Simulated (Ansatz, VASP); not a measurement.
# CaGe4N: VASP beside Ansatz

```xyz
6
Lattice="5.3135 0.0000 0.0000 0.0000 5.3135 0.0000 0.0000 0.0000 5.3135" Properties=species:S:1:pos:R:3 pbc="T T T"
Ca    2.6567    2.6567    2.6567
Ge    1.1087    1.1087    1.1087
Ge    4.2048    4.2048    1.1087
Ge    4.2048    1.1087    4.2048
Ge    1.1087    4.2048    4.2048
N     0.0000    0.0000    0.0000
```

Alike in both runs: functional PBE; k mesh 4 × 4 × 4; occupations gaussian, width 0.1 eV; no spin polarisation.

Ansatz relaxed the structure, and its values are those at the end. VASP's run is a single point on that final structure, the one shown.

|  | VASP | Ansatz |
| --- | --- | --- |
| version | VASP 6.6.1 | Ansatz 0.2.0 |
| potentials or method | VASP PAW PBE potentials, release 64 (Ca_sv, Ge_d, N), cutoff 520 eV | scalar-relativistic, plane waves, PAW |
| valence electrons in the cell | 71 | 71 |

```tsv
	VASP	Ansatz	Ansatz less VASP
gap on the k mesh at the Fermi level (eV)	none	none	-
pressure (GPa)	0.2	0.2	-0.01
rms of the force components (eV/Å)	0.002	0.011	+0.0091
```

A gap of «none» marks a metal or a gap that the smearing closes.
